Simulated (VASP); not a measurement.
Here is a VASP 6.6.1 calculation.

File INCAR:

```
SYSTEM = Cl
  ALGO = Normal
  EDIFF = 1E-6
  ENCUT = 520
  ISIF = 2
  ISMEAR = -1
  LASPH = .TRUE.
  LCHARG = .TRUE.
  LELF = .TRUE.
  LREAL = .FALSE.
  LVHAR = .TRUE.
  LWAVE = .FALSE.
  NBANDS = 10
  NELM = 80
  PREC = Accurate
  SIGMA = 0.08
```

KPOINTS

```
k-points
0
G
  15 15 15
  0 0 0
```

Contents of POSCAR:

```
Cl
1.0
    2.1794168765      0.0000000000      0.0000000000
    0.0000000000      2.1794168765      0.0000000000
    0.0000000000      0.0000000000      2.1794168765
Cl
1
Direct
    0.0000000000      0.0000000000      0.0000000000
```

Potentials or basis: VASP PAW LDA potentials, release 64 (Cl).

The run is started by

```console
$ cat potpaw_LDA.64/Cl/POTCAR > POTCAR
$ mpirun -np 1 vasp_std > vasp.out
```

Question: Estimate the pressure.

Answer: 158.7 GPa.

Caveat: an odd number of electrons without spin polarisation forces a metal; a magnetic or distorted state may lie lower.
